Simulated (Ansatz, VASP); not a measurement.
One calculation of ZnO, two programs

```
Zn O
1.0
     3.18723    0.00000    0.00000
    -1.59362    2.76023    0.00000
     0.00000    0.00000    5.15206
Zn O
2 2
Direct
  0.33333 0.66667 0.00182
  0.66667 0.33333 0.50182
  0.33333 0.66667 0.38028
  0.66667 0.33333 0.88028
```

Alike in both runs: functional LDA; k mesh 12 × 12 × 6; occupations gaussian, width 0.02 eV; no spin polarisation.

Ansatz relaxed the structure, and its values are those at the end. VASP's run is a single point on that final structure, the one shown.

|  | VASP | Ansatz |
| --- | --- | --- |
| version | VASP 6.6.1 | Ansatz 0.2.0 |
| potentials or method | VASP PAW LDA potentials, release 64 (Zn, O), cutoff 520 eV | scalar-relativistic, plane waves, PAW |
| valence electrons in the cell | 36 | 36 |

VASP gave:

```
gap on the k mesh at the Fermi level (eV) : 0.81
least direct gap on the mesh (eV)         : 0.81
pressure (GPa)                            : 1.1
```

Which values does Ansatz return?

gap on the k mesh at the Fermi level (eV): 0.80; least direct gap on the mesh (eV): 0.80; pressure (GPa): 0.0.

LDA's correlation is that of Perdew and Zunger in VASP and of Perdew and Wang (1992) in Ansatz.
